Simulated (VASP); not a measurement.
**AlN: single point with LDA**

Crystal: AlN.

```
Al N
1.0
     3.28989    0.00000    0.00000
    -1.64494    2.84912    0.00000
     0.00000    0.00000    4.15946
Al N
2 2
Direct
  0.33333 0.66667 0.75000
  0.66667 0.33333 0.25000
  0.33333 0.66667 0.25000
  0.66667 0.33333 0.75000
```

- Program: VASP 6.6.1
- Task: single point
- Functional: LDA
- Potentials or basis: VASP PAW LDA potentials, release 64 (Al, N)
- Cutoff: 520 eV
- k mesh: 12 × 12 × 6
- Occupations: methfessel-paxton, width 0.05 eV
- Spin: no spin polarisation
- Dipole correction: no
- Further INCAR settings: ALGO = Normal; EDIFF = 1e-06; NBANDS = 16

- Pressure: -4.1 GPa
- Band gap on the k mesh: 3.44 eV, direct

Stress tensor (GPa, compression positive):
```
-3.68  0.00  0.00
 0.00 -3.68  0.00
 0.00  0.00 -5.07
```

Levels at points of the mesh, in eV from the valence-band top:
| k point | band 5 | band 6 | band 7 | band 8 | band 9 | band 10 | band 11 | band 12 |
| --- | --- | --- | --- | --- | --- | --- | --- | --- |
| (0.00, 0.00, 0.00) | -3.33 | -1.64 | -1.64 | 0.00 | 3.44 | 4.41 | 8.15 | 8.15 |
| (0.50, 0.00, 0.00) | -4.57 | -4.36 | -2.97 | -1.48 | 3.77 | 7.11 | 7.18 | 9.10 |
| (0.00, 0.00, 0.50) | -2.53 | -2.53 | -2.53 | -2.53 | 5.70 | 5.70 | 8.34 | 8.34 |
| (0.50, 0.00, 0.50) | -3.31 | -3.31 | -1.79 | -1.79 | 5.02 | 5.02 | 9.25 | 9.25 |

It took 12 s on 1 thread of Intel(R) Xeon(R) 6975P-C (Granite Rapids), on a shared host, peak memory 0.14 GiB.

A k mesh can miss the band edges. Expect the measured gap to be larger: semilocal functionals such as LDA lack the derivative discontinuity.
